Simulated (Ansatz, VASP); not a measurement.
**One calculation of Al9H, two programs**

The input INCAR:

```
PREC = Accurate
ENCUT = 520
EDIFF = 1E-6
ISMEAR = 0
SIGMA = 0.1
LREAL = Auto
LASPH = T
NELM = 100
ALGO = Normal
ISIF = 2
LWAVE = F
LCHARG = T
LDIPOL = T
IDIPOL = 3
DIPOL = 0.5 0.5 0.306
GGA = PE
LELF = T
LVHAR = T
LVACPOTAV = T
NBANDS = 44
```

The input KPOINTS:

```
regular mesh
0
Gamma
  5 3 1
```

POSCAR

```
Al9H
1.0
    5.7070863109      0.0000000000      0.0000000000
   -1.4267715777      9.7014842373      0.0000000000
    0.0000000000      0.0000000000     22.7903703632
Al H
18 2
Direct
    0.2662216041      0.0648864163      0.1755127247
    0.7662216041      0.0648864163      0.1755127247
    0.3354806058      0.3419224231      0.2192029853
    0.8354806058      0.3419224231      0.2192029853
    0.1493324061      0.5973296244      0.2279410374
    0.6493324061      0.5973296244      0.2279410374
    0.4631842064      0.8527368258      0.2366790895
    0.9631842064      0.8527368258      0.2366790895
    0.0319772084      0.1277109167      0.2808262503
    0.5319772084      0.1277109167      0.2808262503
    0.0997917590      0.4042231279      0.3301071124
    0.5997917590      0.4042231279      0.3301071124
    0.4144000530      0.6596656505      0.3369822082
    0.9144000530      0.6596656505      0.3369822082
    0.2263076920      0.9110819249      0.3449259127
    0.7263076920      0.9110819249      0.3449259127
    0.2962427236      0.1814071990      0.3857054635
    0.7962427236      0.1814071990      0.3857054635
    0.4193609451      0.9110819249      0.5173400070
    0.5332544390      0.9110819249      0.5173400070
```

Input for Ansatz:

```yaml
crystal:
  lattice:
    - [5.7070863109, 0.0, 0.0]
    - [-1.4267715777, 9.7014842373, 0.0]
    - [0.0, 0.0, 22.7903703632]
  atoms:
    - { symbol: Al, position: [0.2662216041, 0.0648864163, 0.1755127247] }
    - { symbol: Al, position: [0.7662216041, 0.0648864163, 0.1755127247] }
    - { symbol: Al, position: [0.3354806058, 0.3419224231, 0.2192029853] }
    - { symbol: Al, position: [0.8354806058, 0.3419224231, 0.2192029853] }
    - { symbol: Al, position: [0.1493324061, 0.5973296244, 0.2279410374] }
    - { symbol: Al, position: [0.6493324061, 0.5973296244, 0.2279410374] }
    - { symbol: Al, position: [0.4631842064, 0.8527368258, 0.2366790895] }
    - { symbol: Al, position: [0.9631842064, 0.8527368258, 0.2366790895] }
    - { symbol: Al, position: [0.0319772084, 0.1277109167, 0.2808262503] }
    - { symbol: Al, position: [0.5319772084, 0.1277109167, 0.2808262503] }
    - { symbol: Al, position: [0.099791759, 0.4042231279, 0.3301071124] }
    - { symbol: Al, position: [0.599791759, 0.4042231279, 0.3301071124] }
    - { symbol: Al, position: [0.414400053, 0.6596656505, 0.3369822082] }
    - { symbol: Al, position: [0.914400053, 0.6596656505, 0.3369822082] }
    - { symbol: Al, position: [0.226307692, 0.9110819249, 0.3449259127] }
    - { symbol: Al, position: [0.726307692, 0.9110819249, 0.3449259127] }
    - { symbol: Al, position: [0.2962427236, 0.181407199, 0.3857054635] }
    - { symbol: Al, position: [0.7962427236, 0.181407199, 0.3857054635] }
    - { symbol: H, position: [0.4193609451, 0.9110819249, 0.517340007] }
    - { symbol: H, position: [0.533254439, 0.9110819249, 0.517340007] }
basis:
  ecutwfc: 420
kpoints:
  mp_grid: { grid: [5, 3, 1] }
hamiltonian:
  xc: pbe
  pseudopotentials: { kind: paw, azcp: { folder: soft_1 } }
scf:
  occupations: { method: gaussian, width: 0.1 }
output:
  forces: true
  eigenvalues: true
efield:
  axis: 3
  dipole_correction: true
  ramp_width: 0.04
```

Alike in both runs: task single point; functional PBE; k mesh 5 × 3 × 1; occupations gaussian, width 0.1 eV; no spin polarisation.

```csv
,VASP,Ansatz
version,VASP 6.6.1,Ansatz 0.2.0
potentials or method,"VASP PAW PBE potentials, release 64 (Al, H), cutoff 520 eV","scalar-relativistic, plane waves, PAW"
valence electrons in the cell,56,56
```

Ansatz gave:

| Item | Value |
| --- | --- |
| gap on the k mesh at the Fermi level (eV) | none |
| rms of the force components (eV/Å) | 0.887 |
| work function, face that differs most (eV) | 4.15 |

Which values does VASP return?

gap on the k mesh at the Fermi level (eV): none; rms of the force components (eV/Å): 0.893; work function, face that differs most (eV): 4.16.

Atom by atom the forces differ by 0.006 eV/Å (rms over components). A gap of «none» marks a metal or a gap that the smearing closes.
